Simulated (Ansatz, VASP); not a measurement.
**One calculation of CdSe, two programs**

File INCAR:

```
SYSTEM = CdSe
  ALGO = Normal
  EDIFF = 1E-6
  ENCUT = 500
  GGA = PE
  GGA_COMPAT = .False.
  ISIF = 2
  ISMEAR = -1
  LASPH = .True.
  LCHARG = .True.
  LELF = .True.
  LREAL = .False.
  LVHAR = .True.
  LWAVE = .False.
  NBANDS = 26
  NELM = 120
  PREC = Accurate
  SIGMA = 0.02
```

Contents of KPOINTS:

```
k-points
0
Gamma
  12 12 4
  0 0 0
```

The input POSCAR:

```
CdSe
1.0
    4.4709453753      0.0000000000      0.0000000000
   -2.2354726876      3.8719522740      0.0000000000
    0.0000000000      0.0000000000      7.2889453619
Cd Se
2 2
Direct
    0.3333333333      0.6666666667     -0.0006180764
    0.6666666667      0.3333333333      0.4993819236
    0.3333333333      0.6666666667      0.3756180764
    0.6666666667      0.3333333333      0.8756180764
```

Input for Ansatz:

```yaml
crystal:
  lattice:
    - [4.4709453753, 0.0, 0.0]
    - [-2.2354726876, 3.871952274, 0.0]
    - [0.0, 0.0, 7.2889453619]
  atoms:
    - { symbol: Cd, position: [0.3333333333, 0.6666666667, -0.0006180764] }
    - { symbol: Cd, position: [0.6666666667, 0.3333333333, 0.4993819236] }
    - { symbol: Se, position: [0.3333333333, 0.6666666667, 0.3756180764] }
    - { symbol: Se, position: [0.6666666667, 0.3333333333, 0.8756180764] }
kpoints:
  mp_grid: { grid: [12, 12, 4] }
  band_path:
    path:
      - [0.0, 0.0, 0.0]
      - [0.5, 0.0, 0.0]
      - [0.3333333333, 0.3333333333, 0.0]
      - [0.0, 0.0, 0.5]
      - [0.5, 0.0, 0.5]
      - [0.3333333333, 0.3333333333, 0.5]
    npoints: 1
hamiltonian:
  xc: pbe
scf:
  occupations: { method: fermi_dirac, width: 0.02 }
  n_extra_bands: 5
output:
  forces: true
  stress: true
  eigenvalues: true
  write_density: true
  write_potential: true
  elf: true
  volumetric_format: npy
```

Change from the starting cell: hydrostatic strain +3.0%.

Alike in both runs: task single point; functional PBE; k mesh 12 × 12 × 4; occupations fermi-dirac, width 0.02 eV; no spin polarisation.

|  | VASP | Ansatz |
| --- | --- | --- |
| version | VASP 6.6.1 | Ansatz 0.2.0 |
| potentials or method | VASP PAW PBE potentials, release 64 (Cd, Se) | plane waves, PAW |
| plane-wave cutoff (eV) | 500 | 420 |
| valence electrons in the cell | 36 | 72 |

```csv
,VASP,Ansatz,Ansatz less VASP
pressure (GPa),-2.1,-2.3,-0.19
```

With one functional, cell and mesh, what is left measures potentials, basis and numerics. VASP's potentials hold 36 valence electrons a cell and Ansatz's 72, so a difference there can come from the potentials and not from the codes.
